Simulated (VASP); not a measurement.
A run of VASP 6.6.1:

File INCAR:

```
  ALGO = Normal
  EDIFF = 1E-6
  ENCUT = 500
  GGA = PS
  GGA_COMPAT = False
  ISIF = 2
  ISMEAR = 0
  LASPH = True
  LCHARG = True
  LELF = True
  LREAL = False
  LVHAR = True
  LWAVE = False
  NBANDS = 18
  NELM = 120
  PREC = Accurate
  SIGMA = 0.15
```

KPOINTS

```
k-points
0
Gamma
  16 16 16
```

Contents of POSCAR:

```
BiTe
1.0
    0.0000000000      3.2930684425      3.1491965203
    3.2930684425      0.0000000000      3.1491965203
    3.2930684425      3.2930684425      0.0000000000
Bi Te
1 1
Direct
    0.0000000000      0.0000000000      0.0000000000
    0.5000000000      0.5000000000      0.5000000000
```

Potentials or basis: VASP PAW PBE potentials, release 64 (Bi_d, Te).

Run with:

```bash
$ cat potpaw_PBE.64/Bi_d/POTCAR potpaw_PBE.64/Te/POTCAR > POTCAR
$ mpirun -np 1 vasp_std > vasp.out
```

Hardware: 1 thread of AMD EPYC 9R45 96-Core Processor (Zen 5), on a shared host.

Q: How long does it take, and how much memory?

A: Run time: 3.1 min on 1 thread of AMD EPYC 9R45 96-Core Processor (Zen 5), with other jobs on the host, peak memory 0.49 GiB. Counts: scf iterations 12, k points 349.
